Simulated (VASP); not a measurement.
# Sc2SnSe5 (P4mm) in VASP: relaxation of cell and atoms with PBE

Aim: the relaxation of cell and atoms of Sc2SnSe5 with PBE.

Everything below comes from runs of VASP 6.6.1. Logs are shortened: lines on timing, memory, paths and dates and some standing lists are left out, and cuts for length are marked.

### Step 1. The cell of the first run

The structure is tetragonal, space group P4mm (No. 99). Conventional cell: a = 6.547 Å, b = 6.547 Å, c = 5.911 Å, α = 90.00°, β = 90.00°, γ = 90.00°. Sc (site symmetry 2mm) has 2 Se at 2.79 Å and 2 Sn at 3.28 Å within 3.7 Å. Sn (site symmetry 4mm) has 1 Se at 2.43 Å and 4 Sc at 3.28 Å within 3.3 Å. Se (site symmetry m) has 3 Se at 2.45 to 3.09 Å and 1 Sc at 2.79 Å within 3.2 Å. Within 3.2 Å of Se (site symmetry 4mm) lie 1 Sn at 2.43 Å.

The cell was generated, and may not be a known phase.

### Step 2. Relaxation of cell and atoms, PBE

Contents of INCAR:

```
SYSTEM = Sc2SnSe5
PREC = Accurate
ENCUT = 600
EDIFF = 1E-6
ISMEAR = 0
SIGMA = 0.15
LREAL = .FALSE.
LASPH = .TRUE.
NELM = 60
ALGO = Normal
ISIF = 3
LWAVE = .FALSE.
LCHARG = .FALSE.
GGA = PE
IBRION = 2
NSW = 36
EDIFFG = -0.08
```

Contents of KPOINTS:

```
Automatic mesh
0
G
  2 2 2
  0 0 0
```

Contents of POSCAR:

```
Sc2SnSe5
1.0
    6.5473634100      0.0000000000      0.0000000000
    0.0000000000      6.5473634100      0.0000000000
    0.0000000000      0.0000000000      5.9106489200
Sc Sn Se
2 1 5
Direct
    0.5000000000      0.0000000000      0.1026127400
    0.0000000000      0.5000000000      0.1026127400
    0.5000000000      0.5000000000      0.0795508100
    0.2641069700      0.0000000000      0.7093045900
    0.7358930300      0.0000000000      0.7093045900
    0.0000000000      0.2641069700      0.7093045900
    0.0000000000      0.7358930300      0.7093045900
    0.5000000000      0.5000000000      0.4899837100
```

Potentials or basis: VASP PAW PBE potentials, release 64 (Sc_sv, Sn_d, Se).

On the command line:

```sh
cat potpaw_PBE.64/Sc_sv/POTCAR potpaw_PBE.64/Sn_d/POTCAR potpaw_PBE.64/Se/POTCAR > POTCAR
mpirun -np 1 vasp_std > vasp.out
```

OUTCAR:

```text
SYSTEM = Sc2SnSe5
   PREC = Accurate
   ENCUT = 600
   EDIFF = 1E-6
   ISMEAR = 0
   LREAL = .FALSE.
   LASPH = .TRUE.
   NELM = 60
   ISIF = 3
   GGA = PE
   IBRION = 2
   NSW = 36
   EDIFFG = -0.08

 ion  position               nearest neighbor table
   1  0.500  0.000  0.103-   4 2.79   5 2.79   3 3.28   3 3.28
   2  0.000  0.500  0.103-   6 2.79   7 2.79   3 3.28   3 3.28
   3  0.500  0.500  0.080-   8 2.43   2 3.28   1 3.28   1 3.28   2 3.28
   4  0.264  0.000  0.709-   6 2.45   7 2.45   1 2.79
   5  0.736  0.000  0.709-   6 2.45   7 2.45   1 2.79
   6  0.000  0.264  0.709-   4 2.45   5 2.45   2 2.79
   7  0.000  0.736  0.709-   4 2.45   5 2.45   2 2.79
   8  0.500  0.500  0.490-   3 2.43

  LATTYP: Found a simple tetragonal cell.
 ALAT       =     6.5473634100
 C/A-ratio  =     0.9027525356

  Lattice vectors:

 A1 = (   6.5473634100,   0.0000000000,   0.0000000000)
 A2 = (   0.0000000000,   6.5473634100,   0.0000000000)
 A3 = (   0.0000000000,   0.0000000000,   5.9106489200)

Analysis of symmetry for initial positions (statically):
=====================================================================
 Subroutine PRICEL returns:
 Original cell was already a primitive cell.

 Routine SETGRP: Setting up the symmetry group for a
 simple tetragonal supercell.

 Subroutine GETGRP returns: Found  8 space group operations
 (whereof  8 operations were pure point group operations)
 out of a pool of 16 trial point group operations.

The static configuration has the point symmetry C_4v.

Analysis of symmetry for dynamics (positions and initial velocities):
=====================================================================
 Subroutine PRICEL returns:
 Original cell was already a primitive cell.

 Routine SETGRP: Setting up the symmetry group for a
 simple tetragonal supercell.

 Subroutine GETGRP returns: Found  8 space group operations
 (whereof  8 operations were pure point group operations)
 out of a pool of 16 trial point group operations.

The dynamic configuration has the point symmetry C_4v.

 Subroutine INISYM returns: Found  8 space group operations
 (whereof  8 operations are pure point group operations),
 and found     1 'primitive' translations

----------------------------------------------------------------------------------------

                                     Primitive cell

  volume of cell :     253.3775

  direct lattice vectors                    reciprocal lattice vectors
     6.547363410  0.000000000  0.000000000     0.152733236  0.000000000  0.000000000
     0.000000000  6.547363410  0.000000000     0.000000000  0.152733236  0.000000000
     0.000000000  0.000000000  5.910648920     0.000000000  0.000000000  0.169186161

  length of vectors
     6.547363410  6.547363410  5.910648920     0.152733236  0.152733236  0.169186161

  position of ions in fractional coordinates (direct lattice)
     0.500000000  0.000000000  0.102612740
     0.000000000  0.500000000  0.102612740
     0.500000000  0.500000000  0.079550810
     0.264106970  0.000000000  0.709304590
     0.735893030  0.000000000  0.709304590
     0.000000000  0.264106970  0.709304590
     0.000000000  0.735893030  0.709304590
     0.500000000  0.500000000  0.489983710

  ion indices of the primitive-cell ions
   primitive index   ion index
                 1           1
                 2           2
                 3           3
                 4           4
                 5           5
                 6           6
                 7           7
                 8           8

----------------------------------------------------------------------------------------

 KPOINTS: Automatic mesh

Automatic generation of k-mesh.
 Grid dimensions read from file:
 generate k-points for:    2    2    2

 Generating k-lattice:

  Cartesian coordinates                     Fractional coordinates (reciprocal lattice)
     0.076366618  0.000000000  0.000000000     0.500000000  0.000000000  0.000000000
     0.000000000  0.076366618  0.000000000     0.000000000  0.500000000  0.000000000
     0.000000000  0.000000000  0.084593081     0.000000000  0.000000000  0.500000000

  Length of vectors
     0.076366618  0.076366618  0.084593081

  Shift w.r.t. Gamma in fractional coordinates (k-lattice)
     0.000000000  0.000000000  0.000000000

 Subroutine IBZKPT returns following result:
 ===========================================

 Found      6 irreducible k-points:

 Following reciprocal coordinates:
            Coordinates               Weight
  0.000000  0.000000  0.000000      1.000000
  0.500000  0.000000  0.000000      2.000000
  0.500000  0.500000  0.000000      1.000000
  0.000000  0.000000  0.500000      1.000000
  0.500000  0.000000  0.500000      2.000000
  0.500000  0.500000  0.500000      1.000000
   k-points           NKPTS =      6   k-points in BZ     NKDIM =      6   number of bands    NBANDS=     39
   number of dos      NEDOS =    301   number of ions     NIONS =      8
   total plane-waves  NPLWV = 139968
   dimension x,y,z NGX =    54 NGY =   54 NGZ =   48
   dimension x,y,z NGXF=   108 NGYF=  108 NGZF=   96
   ions per type =               2   1   5
   NGX,Y,Z   is equivalent  to a cutoff of  13.71, 13.71, 13.50 a.u.
   NGXF,Y,Z  is equivalent  to a cutoff of  27.42, 27.42, 27.00 a.u.
 SYSTEM =  Sc2SnSe5
   PREC   = accura    normal or accurate (medium, high low for compatibility)
   ISTART =      0    job   : 0-new  1-cont  2-samecut
   ICHARG =      2    charge: 1-file 2-atom 10-const
   ISPIN  =      1    spin polarized calculation?
   LNONCOLLINEAR =      F non collinear calculations
   LSORBIT =      F    spin-orbit coupling
   LASPH  =      T    aspherical Exc in radial PAW
   ENCUT  =  600.0 eV  44.10 Ry    6.64 a.u.  13.08 13.08 11.81*2*pi/ulx,y,z
   NELM   =     60;   NELMIN=  2; NELMDL= -5     # of ELM steps
   EDIFF  = 0.1E-05   stopping-criterion for ELM
   LREAL  =      F    real-space projection
   EDIFFG = -.8E-01   stopping-criterion for IOM
   NSW    =     36    number of steps for IOM
   IBRION =      2    ionic relax: 0-MD 1-quasi-New 2-CG
   NFREE  =      1    steps in history (QN), initial steepest desc. (CG)
   ISIF   =      3    stress and relaxation
   ISYM   =      2    0-nonsym 1-usesym 2-fastsym
   POTIM  = 0.5000    time-step for ionic-motion
   TEBEG  =    0.0;   TEEND  =   0.0 temperature during run
   PSTRESS=    0.0 pullay stress
   NELECT =      66.0000    total number of electrons
   NUPDOWN=      -1.0000    fix difference up-down
   EMIN   =  10.00;   EMAX   =-10.00  energy-range for DOS
   EFERMI =   0.00;   METHOD = LEGACY
   ISMEAR =     0;   SIGMA  =   0.15  broadening in eV -4-tet -1-fermi 0-gaus
   EFERMI_NEDOS =   21; number of points for ismear=-14 and -15
   IALGO  =     38    algorithm
   IMIX   =      4    mixing-type and parameters
     AMIX     =   0.40;   BMIX     =  1.00
     AMIX_MAG =   1.60;   BMIX_MAG =  1.00
  volume/ion in A,a.u.               =      31.67       213.73
  Fermi-wavevector in a.u.,A,eV,Ry     =   1.045523  1.975751 14.872769  1.093118
  Thomas-Fermi vector in A             =   2.180322
   LORBIT       =      0    0 simple, 1 ext, 2 COOP (PROOUT), +10 PAW based schemes
   GGA     = PE    functional components
   LHFCALC =     F    Hartree Fock is set to
   AEXX    =    0.0000 exact exchange contribution
   IVDW    =     0    specifies the selected vdW correction
   LEPSILON=     F    determine dielectric tensor
   LRPA    =     F    only Hartree local field effects (RPA)
 conjugate gradient relaxation of ions
 non-spin polarized calculation
 Gauss-broadening in eV      SIGMA  =   0.15
  energy-cutoff  :      600.00
  volume of cell :      253.38
 maximum number of plane-waves:      8488
 NGX is ok and might be reduce to    54
   NGX = 27   NGY = 27   NGZ = 23

--------------------------------------- Ionic step        1  -------------------------------------------

 number of electron      65.9999999 magnetization

 Free energy of the ion-electron system (eV)
  ---------------------------------------------------
  ext. energy  EPLUGINS =         0.00000000
  ---------------------------------------------------
  free energy    TOTEN  =       -33.17510011 eV

  energy without entropy =      -33.07140421  energy(sigma->0) =      -33.12325216

------------------------ aborting loop because EDIFF is reached ----------------------------------------

  FORCE on cell =-STRESS in cart. coord.  units (eV):
  Direction    XX          YY          ZZ          XY          YZ          ZX
  --------------------------------------------------------------------------------------
  -------------------------------------------------------------------------------------
  Total        1.7272387      1.7272387     -4.0586983      0.0000000      0.0000000      0.0000000
  in kB       10.9218167     10.9218167    -25.6642923      0.0000000      0.0000000      0.0000000
  external PRESSURE =      -1.2735530 kB  Pullay stress =       0.0000000 kB
[... 107 lines left out ...]
  FREE ENERGIE OF THE ION-ELECTRON SYSTEM (eV)
  ---------------------------------------------------
  free  energy   TOTEN  =       -34.4473621064 eV

  energy  without entropy=      -34.3668638587  energy(sigma->0) =      -34.40711298

[... ionic steps 4 to 27 ...]

--------------------------------------- Ionic step       28  -------------------------------------------

 number of electron      66.0000004 magnetization

------------------------ aborting loop because EDIFF is reached ----------------------------------------

  FORCE on cell =-STRESS in cart. coord.  units (eV):
  Direction    XX          YY          ZZ          XY          YZ          ZX
  --------------------------------------------------------------------------------------
  -------------------------------------------------------------------------------------
  Total       -0.0016455     -0.0016455     -0.0119557      0.0000000      0.0000000      0.0000000
  in kB       -0.0105486     -0.0105486     -0.0766447      0.0000000      0.0000000      0.0000000
  external PRESSURE =      -0.0325807 kB  Pullay stress =       0.0000000 kB
[... 69 lines left out ...]
  energy  without entropy=      -36.0951462942  energy(sigma->0) =      -36.11806541

--------------------------------------- Ionic step       30  -------------------------------------------

 number of electron      66.0000004 magnetization

 Free energy of the ion-electron system (eV)
  ---------------------------------------------------
  ext. energy  EPLUGINS =         0.00000000
  ---------------------------------------------------
  free energy    TOTEN  =       -36.14155306 eV

  energy without entropy =      -36.09558119  energy(sigma->0) =      -36.11856713

 E-fermi :   2.8667     XC(G=0):  -8.3956

 val. band max:        2.8461547584   @ k =   0.0000   0.0000   0.5000
 cond. band min:       3.0226180339   @ k =   0.5000   0.0000   0.5000
 fundamental gap:      0.1764632755
 Fermi energy:         2.8667135882

 k-point     1 :       0.0000    0.0000    0.0000
  band No.  band energies     occupation
      1     -48.0881      2.00000
      2     -48.0881      2.00000
      3     -26.8263      2.00000
      4     -26.8263      2.00000
      5     -26.6979      2.00000
      6     -26.6979      2.00000
[... 276 lines left out ...]
  FREE ENERGIE OF THE ION-ELECTRON SYSTEM (eV)
  ---------------------------------------------------
  free  energy   TOTEN  =       -36.1415530616 eV

  energy  without entropy=      -36.0955811937  energy(sigma->0) =      -36.11856713

 reached required accuracy - stopping structural energy minimisation
```

It took 20 min on 1 thread of AMD EPYC 9R45 (Zen 5), shared host; peak memory 0.4 GiB.

Results:

```
Free energy                           : -36.1416 eV
Relaxed volume                        : 31.26 Å³/atom
Relaxed cell                          : a = 7.314 Å, b = 7.314 Å, c = 4.675 Å, α = 90.00°, β = 90.00°, γ = 90.00°
Space group after relaxing (to 0.1 Å) : P4mm (No. 99)
Energy gained by relaxing             : 370.8 meV/atom
Ionic steps                           : 30
Pressure after relaxing               : 0.0 GPa
Largest force after relaxing          : 0.060 eV/Å
Band gap on the k mesh                : zero (bands 33 and 34 overlap by 0.79 eV)
```

Forces on the atoms (eV/Å):
```
Sc   0.000  0.000 -0.038
Sc   0.000  0.000 -0.038
Sn   0.000  0.000  0.048
Se   0.044  0.000 -0.008
Se  -0.044  0.000 -0.008
Se   0.000  0.044 -0.008
Se   0.000 -0.044 -0.008
Se   0.000  0.000  0.060
```

The path:
```csv
step,energy change (eV),largest force (eV/Å),pressure (GPa),volume (Å³)
1,0.0000,2.2125,-0.13,253.38
2,-0.9949,0.9703,-1.78,252.35
3,-1.2723,0.5946,-1.62,251.45
4,-1.3083,0.7150,-1.20,251.04
5,-1.3111,0.7145,-1.01,250.89
6,-1.4846,1.2084,0.67,241.84
7,-1.5038,1.5202,1.61,237.82
8,-1.5807,1.4423,1.53,236.67
9,-1.7944,2.5659,1.61,233.09
10,-2.0143,5.5949,3.80,225.37
11,-2.0642,5.5543,3.88,225.14
12,-2.1927,5.3875,4.26,224.44
13,-2.2996,4.8160,5.78,222.92
14,-2.4346,3.9420,5.19,224.11
15,-2.7133,1.5873,3.64,227.70
16,-2.7948,2.3179,1.47,235.01
17,-2.8298,1.1511,2.06,232.58
18,-2.8301,1.0225,2.14,232.32
19,-2.8536,0.7962,1.76,233.66
20,-2.8945,0.1722,0.70,237.71
21,-2.8994,0.1232,0.24,239.59
22,-2.9079,0.1375,0.25,240.29
23,-2.9309,0.1741,0.25,242.36
24,-2.9605,0.2158,0.26,246.50
25,-2.9188,0.1678,0.37,254.73
26,-2.9643,0.2181,0.26,248.26
27,-2.9643,0.2180,0.26,248.43
28,-2.9658,0.1956,0.00,249.92
29,-2.9659,0.1327,0.05,249.61
30,-2.9665,0.0603,-0.04,250.08
```

Final structure:
```cif
data_structure
_symmetry_space_group_name_H-M 'P 1'
_symmetry_Int_Tables_number 1
_cell_length_a 7.3143
_cell_length_b 7.3143
_cell_length_c 4.6746
_cell_angle_alpha 90.000
_cell_angle_beta 90.000
_cell_angle_gamma 90.000
_cell_volume 250.08
loop_
_atom_site_label
_atom_site_type_symbol
_atom_site_fract_x
_atom_site_fract_y
_atom_site_fract_z
_atom_site_occupancy
Sc1 Sc 0.50000 0.00000 0.17175 1
Sc2 Sc 0.00000 0.50000 0.17175 1
Sn1 Sn 0.50000 0.50000 0.02354 1
Se1 Se 0.31181 0.00000 0.67942 1
Se2 Se 0.68819 0.00000 0.67942 1
Se3 Se 0.00000 0.31181 0.67942 1
Se4 Se 0.00000 0.68819 0.67942 1
Se5 Se 0.50000 0.50000 0.52726 1
```

Levels at points of the mesh, in eV from the Fermi level:
```tsv
k point	band 31	band 32	band 33	band 34	band 35	band 36
(0.00, 0.00, 0.00)	-1.90	-0.26	0.38	0.38	0.53	0.55
(0.50, 0.00, 0.00)	-1.90	-0.76	0.35	0.40	0.49	0.56
(0.50, 0.50, 0.00)	-1.42	-1.10	-1.10	0.48	0.48	0.63
(0.00, 0.00, 0.50)	-0.64	-0.64	-0.02	-0.02	0.17	0.25
(0.50, 0.00, 0.50)	-1.08	-0.83	-0.49	-0.10	0.16	0.37
(0.50, 0.50, 0.50)	-1.36	-1.36	-0.41	-0.41	0.53	0.53
```

Caveat: the k points lie up to 0.67 Å⁻¹ apart in the final cell, too coarse for converged energies and pressures of a metal; a cell axis changed by over 15 % at a fixed basis, so the end point is rough; spin-orbit coupling is left out, which moves the levels of the heavy elements; the relaxation stopped at a loose force limit of 0.08 eV/Å, so its end isn't a converged minimum.

The gap in the log of VASP goes by the Fermi energy; the results here count the filled bands.